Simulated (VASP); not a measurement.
# CBrH3 in VASP: a series of runs

The runs below take CBrH3 through single point, with PBE.

Program: VASP 6.6.1. These are calculated values, not measurements. Logs are shortened: lines on timing, memory, paths and dates and some standing lists are left out, and cuts for length are marked.

### Step 1. The cell of the first run

The cell holds a molecule in a box, 5 atoms: a = 11.000 Å, b = 12.000 Å, c = 11.000 Å, α = 90.00°, β = 90.00°, γ = 90.00°.

### Step 2. Single point, PBE (last atom moved by 0.05 Å along z)

Input file INCAR:

```
  GGA = PE
  ISMEAR = 0
  SIGMA = 0.03
  LWAVE = F
  LCHARG = F
  ISIF = 0
  PREC = Accurate
  LASPH = T
  LREAL = Auto
  ALGO = Normal
  EDIFF = 1E-6
  NELM = 120
  GGA_COMPAT = F
  ENCUT = 520
  EFERMI = MIDGAP
  NELMDL = -8
  ROPT = -0.00025 -0.00025 -0.00025
  ADDGRID = F
```

Input file KPOINTS:

```
k-points
0
Gamma
  1 1 1
```

Input file POSCAR:

```
H3CBr
1.0
   11.0000000000      0.0000000000      0.0000000000
    0.0000000000     12.0000000000      0.0000000000
    0.0000000000      0.0000000000     11.0000000000
C Br H
1 1 3
Direct
    0.4871500000      0.5199958300      0.5045454500
    0.5878227300      0.4126625000      0.4207636400
    0.5437681800      0.5908375000      0.5284454500
    0.4507863600      0.4801875000      0.5854181800
    0.4145409100      0.5447958300      0.4479181800
```

Potentials or basis: VASP PAW PBE potentials, release 64 (C, Br, H).

Run with:

```
> cat potpaw_PBE.64/C/POTCAR potpaw_PBE.64/Br/POTCAR potpaw_PBE.64/H/POTCAR > POTCAR
> mpirun -np 1 vasp_gam > vasp.out
```

OUTCAR:

```text
GGA = PE
   ISMEAR = 0
   ISIF = 0
   PREC = Accurate
   LASPH = T
   LREAL = Auto
   EDIFF = 1E-6
   NELM = 120
   ENCUT = 520
   EFERMI = MIDGAP
   NELMDL = -8

 Found      1 irreducible k-points:

 Following reciprocal coordinates:
            Coordinates               Weight
  0.000000  0.000000  0.000000      1.000000
   k-points           NKPTS =      1   k-points in BZ     NKDIM =      1   number of bands    NBANDS=     11
   number of dos      NEDOS =    301   number of ions     NIONS =      5
   total plane-waves  NPLWV = 635040
   dimension x,y,z NGX =    84 NGY =   90 NGZ =   84
   dimension x,y,z NGXF=   168 NGYF=  180 NGZF=  168
   ions per type =               1   1   3
   NGX,Y,Z   is equivalent  to a cutoff of  12.70, 12.47, 12.70 a.u.
   NGXF,Y,Z  is equivalent  to a cutoff of  25.39, 24.94, 25.39 a.u.
 SYSTEM =  unknown system
   PREC   = accura    normal or accurate (medium, high low for compatibility)
   ISTART =      0    job   : 0-new  1-cont  2-samecut
   ICHARG =      2    charge: 1-file 2-atom 10-const
   ISPIN  =      1    spin polarized calculation?
   LNONCOLLINEAR =      F non collinear calculations
   LSORBIT =      F    spin-orbit coupling
   LASPH  =      T    aspherical Exc in radial PAW
   ENCUT  =  520.0 eV  38.22 Ry    6.18 a.u.  20.45 22.31 20.45*2*pi/ulx,y,z
   NELM   =    120;   NELMIN=  2; NELMDL= -8     # of ELM steps
   EDIFF  = 0.1E-05   stopping-criterion for ELM
   LREAL  =      T    real-space projection
   EDIFFG = 0.1E-04   stopping-criterion for IOM
   NSW    =      0    number of steps for IOM
   IBRION =     -1    ionic relax: 0-MD 1-quasi-New 2-CG
   NFREE  =      0    steps in history (QN), initial steepest desc. (CG)
   ISIF   =      0    stress and relaxation
   ISYM   =      2    0-nonsym 1-usesym 2-fastsym
   POTIM  = 0.5000    time-step for ionic-motion
   TEBEG  =    0.0;   TEEND  =   0.0 temperature during run

   SCALEE = 1.0000    scale energy and forces
   PSTRESS=    0.0 pullay stress
   NELECT =      14.0000    total number of electrons
   NUPDOWN=      -1.0000    fix difference up-down
   EMIN   =  10.00;   EMAX   =-10.00  energy-range for DOS
   EFERMI =   0.00;   METHOD = MIDGAP
   ISMEAR =     0;   SIGMA  =   0.03  broadening in eV -4-tet -1-fermi 0-gaus
   EFERMI_NEDOS =   21; number of points for ismear=-14 and -15
   IALGO  =     38    algorithm
   IMIX   =      4    mixing-type and parameters
     AMIX     =   0.40;   BMIX     =  1.00
     AMIX_MAG =   1.60;   BMIX_MAG =  1.00
  volume/ion in A,a.u.               =     290.40      1959.72
  Fermi-wavevector in a.u.,A,eV,Ry     =   0.348441  0.658457  1.651894  0.121411
  Thomas-Fermi vector in A             =   1.258688
   LORBIT       =      0    0 simple, 1 ext, 2 COOP (PROOUT), +10 PAW based schemes
   GGA     = PE    functional components
   LHFCALC =     F    Hartree Fock is set to
   AEXX    =    0.0000 exact exchange contribution
   IVDW    =     0    specifies the selected vdW correction
   LEPSILON=     F    determine dielectric tensor
   LRPA    =     F    only Hartree local field effects (RPA)

   CSHIFT  =0.1000    complex shift for real part using Kramers Kronig

   OMEGAMAX=  -1.0    maximum frequency
 non-spin polarized calculation
 Gauss-broadening in eV      SIGMA  =   0.03
  energy-cutoff  :      520.00
  volume of cell :     1452.00
 maximum number of plane-waves:     19579
 NGX is ok and might be reduce to    84
   NGX = 41   NGY = 45   NGZ = 41

 number of electron      14.0000000 magnetization

 Free energy of the ion-electron system (eV)
  ---------------------------------------------------
  ext. energy  EPLUGINS =         0.00000000
  ---------------------------------------------------
  free energy    TOTEN  =       -21.77774755 eV

  energy without entropy =      -21.77774755  energy(sigma->0) =      -21.77774755

 E-fermi :  -3.7210     XC(G=0):  -0.7497

 val. band max:       -6.4320159186   @ k =   0.0000   0.0000   0.0000
 cond. band min:      -1.0099101328   @ k =   0.0000   0.0000   0.0000
 fundamental gap:      5.4221057858
 Fermi energy:        -3.7209630257

 k-point     1 :       0.0000    0.0000    0.0000
  band No.  band energies     occupation
      1     -20.3886      2.00000
      2     -16.6906      2.00000
      3     -10.7046      2.00000
      4     -10.6132      2.00000
      5      -9.4945      2.00000
      6      -6.4465      2.00000
      7      -6.4320      2.00000
      8      -1.0099      0.00000
      9      -0.4439      0.00000
     10       0.7074      0.00000
     11       0.7667      0.00000

------------------------ aborting loop because EDIFF is reached ----------------------------------------

 VOLUME and BASIS-vectors are now :
 -----------------------------------------------------------------------------
  energy-cutoff  :      520.00
  volume of cell :     1452.00
      direct lattice vectors                 reciprocal lattice vectors
    11.000000000  0.000000000  0.000000000     0.090909091  0.000000000  0.000000000
     0.000000000 12.000000000  0.000000000     0.000000000  0.083333333  0.000000000
     0.000000000  0.000000000 11.000000000     0.000000000  0.000000000  0.090909091

 POSITION                                       TOTAL-FORCE (eV/Angst)
 -----------------------------------------------------------------------------------
      5.35865      6.23995      5.55000         0.638956     -0.181662      0.835283
      6.46605      4.95195      4.62840         0.140066     -0.198407     -0.195717
      5.98145      7.09005      5.81290         0.136010      0.160140      0.071832
      4.95865      5.76225      6.43960         0.010342     -0.116764      0.246916
      4.55995      6.53755      4.92710        -0.925374      0.336693     -0.958314
 -----------------------------------------------------------------------------------
    total drift:                               -0.007354      0.001414      0.001532

  FREE ENERGIE OF THE ION-ELECTRON SYSTEM (eV)
  ---------------------------------------------------
  free  energy   TOTEN  =       -21.7777475460 eV

  energy  without entropy=      -21.7777475460  energy(sigma->0) =      -21.77774755
```

Wall time 85 s (1 thread of Intel Xeon Platinum 8488C (Sapphire Rapids), shared host); peak memory 1.1 GiB.

Results:

```yaml
Free_energy: -21.7777 eV
Largest_force: 1.374 eV/Å
Gap_between_the_frontier_levels: 5.42 eV
```

Forces on the atoms (eV/Å):
```
C    0.639 -0.182  0.835
Br   0.140 -0.198 -0.196
H    0.136  0.160  0.072
H    0.010 -0.117  0.247
H   -0.925  0.337 -0.958
```

Caveat: the cell differs from its parent crystal (last atom moved by 0.05 Å along z).

### Step 3. Single point, PBE (last atom moved by 0.05 Å along z)

Input file INCAR:

```
  GGA = PE
  ISMEAR = 0
  SIGMA = 0.03
  LWAVE = F
  LCHARG = F
  ISIF = 0
  PREC = Accurate
  LASPH = T
  LREAL = F
  ALGO = Normal
  EDIFF = 1E-8
  NELM = 120
  GGA_COMPAT = F
  ENCUT = 720
  EFERMI = MIDGAP
  NELMDL = -8
  ADDGRID = F
```

KPOINTS is that of step 2.

POSCAR is that of step 2.

Potentials or basis: VASP PAW PBE potentials, release 64 (C, Br, H).

Run with:

```
> cat potpaw_PBE.64/C/POTCAR potpaw_PBE.64/Br/POTCAR potpaw_PBE.64/H/POTCAR > POTCAR
> mpirun -np 1 vasp_gam > vasp.out
```

Wall time 2.6 min (1 thread of Intel Xeon Platinum 8488C (Sapphire Rapids), shared host); peak memory 1.5 GiB.

The run converged. Its results:

```
Free energy                     : -21.7873 eV
Largest force                   : 1.367 eV/Å
Gap between the frontier levels : 5.42 eV
```

Forces in eV/Å, atoms in the order of the input:
```
C    0.640 -0.176  0.843
Br   0.138 -0.198 -0.197
H    0.129  0.152  0.070
H    0.013 -0.113  0.239
H   -0.921  0.334 -0.954
```

Levels at points of the mesh, in eV from the valence-band top:
```
           k point  band 5  band 6  band 7  band 8  band 9  band 10
(0.00, 0.00, 0.00)   -3.06   -0.01    0.00    5.42    5.99     7.14
```

Caveat: the cell differs from its parent crystal (last atom moved by 0.05 Å along z).
